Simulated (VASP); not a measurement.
Gd, 2 atoms in the cell. The structure is hexagonal, space group P6_3/mmc (No. 194). Conventional cell: a = 3.636 Å, b = 3.636 Å, c = 5.783 Å, α = 90.00°, β = 90.00°, γ = 120.00°. Gd (site symmetry -6m2) has 12 Gd at 3.57 to 3.64 Å within 4.7 Å. 

| Quantity | Value |
| --- | --- |
| Program | VASP 6.6.1 |
| Task | single point |
| Functional | PBE |
| Potentials or basis | VASP PAW PBE potentials, release 64 (Gd) |
| Cutoff | 520 eV |
| k mesh | 8 × 8 × 5 |
| Occupations | gaussian, width 0.021 eV |
| Spin | collinear spin, ferromagnetic start |
| Starting moments | [7.0, 7.0] μB |
| Dipole correction | no |
| Further INCAR settings | ALGO = Normal; EDIFF = 1e-06; NBANDS = 29 |

Potentials or basis: VASP PAW PBE potentials, release 64 (Gd).

Run with:

```bash
$ cat potpaw_PBE.64/Gd/POTCAR > POTCAR
$ mpirun -np 1 vasp_std > vasp.out
```

Hardware: 1 thread of Intel(R) Xeon(R) 6975P-C (Granite Rapids), with other jobs on the host.

Q: Estimate the wall time of this run.

A: Wall time 3.3 min on 1 thread of Intel(R) Xeon(R) 6975P-C (Granite Rapids), with other jobs on the host, peak memory 0.28 GiB. Counts: scf iterations 35, k points 30.
